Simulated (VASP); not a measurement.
**Mg: relaxation of cell and atoms with BLYP+D4**

The system is Mg.

```
Mg
1.0
     3.20930    0.00000    0.00000
    -1.60465    2.77934    0.00000
     0.00000    0.00000    5.21030
Mg
2
Direct
  0.66667 0.33333 0.75000
  0.33333 0.66667 0.25000
```

```json
{"Program": "VASP 6.6.1", "Task": "relaxation of cell and atoms", "Functional": "BLYP", "Dispersion": "D4", "Potentials or basis": "VASP PAW PBE potentials, release 64 (Mg)", "Cutoff": "600 eV", "k mesh": "10 × 10 × 5", "Occupations": "fermi-dirac, width 0.05 eV", "Spin": "no spin polarisation", "Dipole correction": "no", "Further INCAR settings": "ALGO = Normal; EDIFF = 1e-06; IBRION = 2; EDIFFG = -0.005; NSW = 80; ISIF = 3"}
```

```
Relaxed volume                         : 23.22 Å³/atom
Relaxed cell                           : a = 3.161 Å, b = 3.161 Å, c = 5.365 Å, α = 90.00°, β = 90.00°, γ = 120.00°
Space group after relaxing (to 0.05 Å) : P6_3/mmc (No. 194)
Energy gained by relaxing              : 4.3 meV/atom
Ionic steps                            : 30
Pressure after relaxing                : 0.0 GPa
Band gap on the k mesh                 : zero (band 2 reaches 3.55 eV, above the bottom of band 3 at 1.28 eV)
Dispersion energy per atom             : -0.303 eV
```

The path:
```tsv
step	energy change (eV)	largest force (eV/Å)	pressure (GPa)	volume (Å³)
1	0.0000	0.0000	14.17	46.47
2	0.4033	0.0000	-5.56	61.71
3	0.2190	0.0000	-5.03	56.18
4	0.1297	0.0000	-4.39	53.14
5	0.0480	0.0000	-3.26	49.73
6	0.0185	0.0000	-2.51	48.09
7	0.0070	0.0000	-2.09	47.28
8	0.0021	0.0000	-1.86	46.87
9	-0.0001	0.0000	-1.74	46.67
10	-0.0011	0.0000	-1.53	46.57
11	-0.0014	0.0000	-0.08	46.52
12	-0.0014	0.0000	0.05	46.52
13	-0.0035	0.0000	-0.15	46.53
14	-0.0072	0.0000	-1.22	46.53
15	-0.0048	0.0000	-1.53	46.50
16	-0.0079	0.0000	-1.49	46.53
17	-0.0084	0.0000	-0.02	46.47
18	-0.0084	0.0000	0.57	46.46
19	-0.0084	0.0000	0.40	46.46
20	-0.0084	0.0000	0.48	46.46
21	-0.0085	0.0000	0.73	46.45
22	-0.0086	0.0000	1.10	46.42
23	-0.0086	0.0000	0.35	46.43
24	-0.0086	0.0000	0.30	46.43
25	-0.0086	0.0000	0.25	46.43
26	-0.0086	0.0000	0.12	46.43
27	-0.0086	0.0000	-0.13	46.44
28	-0.0086	0.0000	-0.19	46.44
29	-0.0086	0.0000	-0.06	46.44
30	-0.0086	0.0000	0.01	46.44
```

Final structure:
```
CELL_PARAMETERS angstrom
3.16144 0.00000 0.00000
-1.58072 2.73789 0.00000
0.00000 0.00000 5.36547
ATOMIC_POSITIONS crystal
Mg 0.66667 0.33333 0.75000
Mg 0.33333 0.66667 0.25000
```

Levels at points of the mesh, in eV from the Fermi level:
```
           k point  band 1  band 2  band 3  band 4  band 5  band 6
(0.00, 0.00, 0.00)   -6.93   -1.84   -1.79   11.27   11.36   11.36
(0.50, 0.00, 0.00)   -2.06   -2.01    2.57    2.84    3.02    3.31
```

It took 3 min on 1 thread of Intel(R) Xeon(R) 6975P-C (Granite Rapids) (shared host), peak memory 0.19 GiB.

Caveat: the PAW data sets were made with another functional, which shifts forces and pressure a little; pairwise dispersion overbinds metals, which lowers pressure and volume.
